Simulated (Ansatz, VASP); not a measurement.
**Be2ZnTe4S: VASP beside Ansatz**

```
Be Zn Te S
1.0
     3.73911    0.00000    0.00000
     0.00000    3.96715    0.00000
     0.00000    0.00000   13.72008
Be Zn Te S
2 1 4 1
Cartesian
  1.8696 1.9836 2.5784
  0.0000 0.0000 5.5023
  0.0000 0.0000 0.1334
  1.8696 0.0000 4.0310
  0.0000 1.9836 6.8971
  1.8696 0.0000 11.9286
  1.8696 1.9836 9.2466
  0.0000 1.9836 1.4878
```

Alike in both runs: functional PBE; k mesh 4 × 4 × 2; occupations gaussian, width 0.2 eV; no spin polarisation.

Ansatz relaxed the structure, and its values are those at the end. VASP's run is a single point on that final structure, the one shown.

|  | VASP | Ansatz |
| --- | --- | --- |
| version | VASP 6.6.1 | Ansatz 0.2.0 |
| potentials or method | VASP PAW PBE potentials, release 64 (Be, Zn, Te, S), cutoff 520 eV | scalar-relativistic, plane waves, PAW |
| valence electrons in the cell | 46 | 86 |

|  | VASP | Ansatz | Ansatz less VASP |
| --- | --- | --- | --- |
| gap on the k mesh at the Fermi level (eV) | none | none | - |
| pressure (GPa) | 0.2 | 0.1 | -0.06 |
| rms of the force components (eV/Å) | 0.020 | 0.021 | +0.0015 |

A gap of «none» marks a metal or a gap that the smearing closes. VASP's potentials hold 46 valence electrons a cell and Ansatz's 86, so a difference there can come from the potentials and not from the codes.

The k mesh is coarse, so the values compare programs but aren't converged. Neither program's run includes spin-orbit coupling.
